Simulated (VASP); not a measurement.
# CuI (Marshite) (F-43m) in VASP: further runs, part 2 of 2

VASP 6.6.1. Earlier steps stand in the parts before.

## (4) Single point, BLYP+D4

This run uses another cell than the first one, of 27.21 Å³/atom, 0.977 times its volume.

Contents of INCAR:

```
SYSTEM = CuI
PREC     = Accurate       ! precision mode
ENCUT    = 520            ! plane-wave cutoff, eV
EDIFF    = 1E-6           ! SCF threshold, eV
ISMEAR   = -1             ! smearing method
SIGMA    = 0.05           ! smearing width, eV
LREAL    = .FALSE.        ! projectors in reciprocal space
LASPH    = .TRUE.         ! aspherical terms in the spheres
NELM     = 60             ! most SCF steps
ALGO     = Normal         ! electronic algorithm
ISIF     = 2              ! what is computed and relaxed
LWAVE    = .FALSE.        ! write WAVECAR
LCHARG   = .FALSE.        ! write CHGCAR
GGA      = B5             ! functional
ALDAX    = 1.0          
AGGAX    = 1.0          
AGGAC    = 1.0          
ALDAC    = 0.0          
IVDW     = 13             ! dispersion correction
VDW_S6   = 1.0          
VDW_S8   = 2.34076671   
VDW_A1   = 0.44488865   
VDW_A2   = 4.0933009    
NBANDS   = 16             ! bands
```

Contents of KPOINTS:

```
regular mesh
0
G
  8 8 8
  0 0 0
```

Contents of POSCAR:

```
CuI
1.0
    0.0000000000      3.0076491937      3.0076491937
    3.0076491937      0.0000000000      3.0076491937
    3.0076491937      3.0076491937      0.0000000000
I Cu
1 1
Direct
    0.0000000000      0.0000000000      0.0000000000
    0.7500000000      0.7500000000      0.7500000000
```

Potentials or basis: VASP PAW PBE potentials, release 64 (I, Cu).

On the command line:

```
$ cat potpaw_PBE.64/I/POTCAR potpaw_PBE.64/Cu/POTCAR > POTCAR
$ mpirun -np 1 vasp_std > vasp.out
```

OUTCAR:

```text
SYSTEM = CuI
   PREC = Accurate
   ENCUT = 520
   EDIFF = 1E-6
   ISMEAR = -1
   LREAL = .FALSE.
   LASPH = .TRUE.
   NELM = 60
   ISIF = 2
   GGA = B5
   IVDW = 13

 ion  position               nearest neighbor table
   1  0.000  0.000  0.000-   2 2.60   2 2.60   2 2.60   2 2.60
   2  0.750  0.750  0.750-   1 2.60   1 2.60   1 2.60   1 2.60

  LATTYP: Found a face centered cubic cell.
 ALAT       =     6.0152983874

  Lattice vectors:

 A1 = (   0.0000000000,   3.0076491937,   3.0076491937)
 A2 = (   3.0076491937,   0.0000000000,   3.0076491937)
 A3 = (   3.0076491937,   3.0076491937,   0.0000000000)

Analysis of symmetry for initial positions (statically):
=====================================================================
 Subroutine PRICEL returns:
 Original cell was already a primitive cell.

 Routine SETGRP: Setting up the symmetry group for a
 face centered cubic supercell.

 Subroutine GETGRP returns: Found 24 space group operations
 (whereof 24 operations were pure point group operations)
 out of a pool of 48 trial point group operations.

The static configuration has the point symmetry T_d .

Analysis of symmetry for dynamics (positions and initial velocities):
=====================================================================
 Subroutine PRICEL returns:
 Original cell was already a primitive cell.

 Routine SETGRP: Setting up the symmetry group for a
 face centered cubic supercell.

 Subroutine GETGRP returns: Found 24 space group operations
 (whereof 24 operations were pure point group operations)
 out of a pool of 48 trial point group operations.

The dynamic configuration has the point symmetry T_d .

 Subroutine INISYM returns: Found 24 space group operations
 (whereof 24 operations are pure point group operations),
 and found     1 'primitive' translations

----------------------------------------------------------------------------------------

                                     Primitive cell

  volume of cell :      54.4141
[... 108 lines left out ...]
     AMIX     =   0.40;   BMIX     =  1.00
     AMIX_MAG =   1.60;   BMIX_MAG =  1.00
  volume/ion in A,a.u.               =      27.21       183.60
  Fermi-wavevector in a.u.,A,eV,Ry     =   1.132214  2.139574 17.441422  1.281908
  Thomas-Fermi vector in A             =   2.268915
   LORBIT       =      0    0 simple, 1 ext, 2 COOP (PROOUT), +10 PAW based schemes
   GGA     = B5    functional components
   LHFCALC =     F    Hartree Fock is set to
   AEXX    =    0.0000 exact exchange contribution
   IVDW    =    13    specifies the selected vdW correction
   LEPSILON=     F    determine dielectric tensor
   LRPA    =     F    only Hartree local field effects (RPA)
 non-spin polarized calculation
  energy-cutoff  :      520.00
  volume of cell :       54.41
 maximum number of plane-waves:      1477
   NGX = 15   NGY = 15   NGZ = 15

 number of electron      18.0000015 magnetization

 Free energy of the ion-electron system (eV)
  ---------------------------------------------------
  ext. energy  EPLUGINS =         0.00000000
  ---------------------------------------------------
  free energy    TOTEN  =        -4.56114355 eV

  energy without entropy =       -4.56114352  energy(sigma->0) =       -4.56114353

 E-fermi :   5.7345     XC(G=0):  -8.5281

 val. band max:        5.0502274865   @ k =   0.0000   0.0000   0.0000
 cond. band min:       6.3404647243   @ k =   0.0000   0.0000   0.0000
 fundamental gap:      1.2902372379
 Fermi energy:         5.7345299297

 k-point     1 :       0.0000    0.0000    0.0000
  band No.  band energies     occupation
      1      -9.0299      2.00000
      2       1.3341      2.00000
      3       1.3341      2.00000
      4       1.3341      2.00000
      5       3.0759      2.00000
      6       3.0759      2.00000
[... 433 lines left out ...]
      3       0.8263      2.00000
      4       1.3376      2.00000
      5       3.0113      2.00000
      6       3.0880      2.00000
[... 8 lines left out ...]
     15      16.0488      0.00000
     16      16.5710      0.00000

 [... further k-points ...]

------------------------ aborting loop because EDIFF is reached ----------------------------------------

  DFT-D4 for vdW energy calculation

  Edisp (eV):   -1.41331

  FORCE on cell =-STRESS in cart. coord.  units (eV):
  Direction    XX          YY          ZZ          XY          YZ          ZX
  --------------------------------------------------------------------------------------
  -------------------------------------------------------------------------------------
  Total       0.10565     0.10565     0.10565     0.00000     0.00000     0.00000
  in kB       3.11087     3.11087     3.11087     0.00000     0.00000     0.00000
  external pressure =        3.11 kB  Pullay stress =        0.00 kB

 VOLUME and BASIS-vectors are now :
 -----------------------------------------------------------------------------
  energy-cutoff  :      520.00
  volume of cell :       54.41
      direct lattice vectors                 reciprocal lattice vectors
     0.000000000  3.007649194  3.007649194    -0.166242792  0.166242792  0.166242792
     3.007649194  0.000000000  3.007649194     0.166242792 -0.166242792  0.166242792
     3.007649194  3.007649194  0.000000000     0.166242792  0.166242792 -0.166242792

 POSITION                                       TOTAL-FORCE (eV/Angst)
 -----------------------------------------------------------------------------------
      0.00000      0.00000      0.00000        -0.000000     -0.000000     -0.000000
      4.51147      4.51147      4.51147         0.000000      0.000000      0.000000
 -----------------------------------------------------------------------------------
    total drift:                                0.000002      0.000002      0.000002

  FREE ENERGIE OF THE ION-ELECTRON SYSTEM (eV)
  ---------------------------------------------------
  free  energy   TOTEN  =        -5.9744575005 eV

  energy  without entropy=       -5.9744574699  energy(sigma->0) =       -5.97445749
```

stdout:

```text
POSCAR found type information on POSCAR I Cu
 POSCAR found :  2 types and       2 ions
 scaLAPACK will be used
 -----------------------------------------------------------------------------
|                                                                             |
|                                                                             |
|     You enforced a specific xc type in the INCAR file but a different       |
|     I HOPE YOU KNOW WHAT YOU ARE DOING!                                     |
|                                                                             |
 -----------------------------------------------------------------------------

 LDA part: xc-table for (Slater(with rela. corr.)+VWN5), standard interpolation
 POSCAR, INCAR and KPOINTS ok, starting setup
 FFT: planning ... GRIDC
 FFT: planning ... GRID_SOFT
 FFT: planning ... GRID
 WAVECAR not read
 entering main loop
```

It took 14 s on 1 thread of Intel Xeon 6975P-C (Granite Rapids), shared host; peak memory 0.18 GiB.

What came out:

| Property | Result |
| --- | --- |
| Free energy | -5.9745 eV |
| Pressure | 0.3 GPa |
| Band gap on the k mesh | 1.29 eV, direct |
| Dispersion energy per atom | -0.707 eV |

Levels at points of the mesh, in eV from the valence-band top:
```csv
k point,band 5,band 6,band 7,band 8,band 9,band 10,band 11,band 12,band 13,band 14
"(0.00, 0.00, 0.00)",-1.97,-1.97,0.00,0.00,0.00,1.29,4.96,4.96,4.96,8.35
"(0.50, 0.00, 0.00)",-1.95,-1.95,-1.90,-0.75,-0.75,2.25,5.51,5.51,7.67,9.34
"(0.50, 0.50, 0.00)",-1.99,-1.90,-1.89,-1.60,-1.60,2.85,2.97,9.47,9.94,9.94
```

Caveat: the PAW data sets were made with another functional, which shifts forces and pressure a little; spin-orbit coupling is left out, which moves the levels of the heavy elements. Expect the measured gap to be larger: semilocal functionals such as BLYP lack the derivative discontinuity.

## (5) Summary

```tsv
task	level	cell	cutoff (eV)	gap on the mesh (eV)	pressure (GPa)
relaxation of cell and atoms	RPBE+D3(BJ)	relaxed from a = 4.287 Å, angles 60.0°, 2 atoms	600	1.76	-0.1
single point	BLYP+D3(BJ)	a = 4.227 Å, angles 60.0°, 2 atoms	520	1.35	0.3
single point	BLYP+D4	a = 4.253 Å, angles 60.0°, 2 atoms	520	1.29	0.3
```

Alike in all rows: potentials or basis VASP PAW PBE potentials, release 64 (I, Cu); no spin polarisation; k mesh 8 × 8 × 8; smearing fermi-dirac 0.05 eV.

Caveats: the PAW data sets were made with another functional, which shifts forces and pressure a little; spin-orbit coupling is left out, which moves the levels of the heavy elements; the volume moved by over 15 % at a fixed basis, so the end points are rough (some runs); the volume moved by -15 % from the deposited cell, more than functionals usually miss (some runs).

Absolute energies hang on the potentials; compare differences alone.
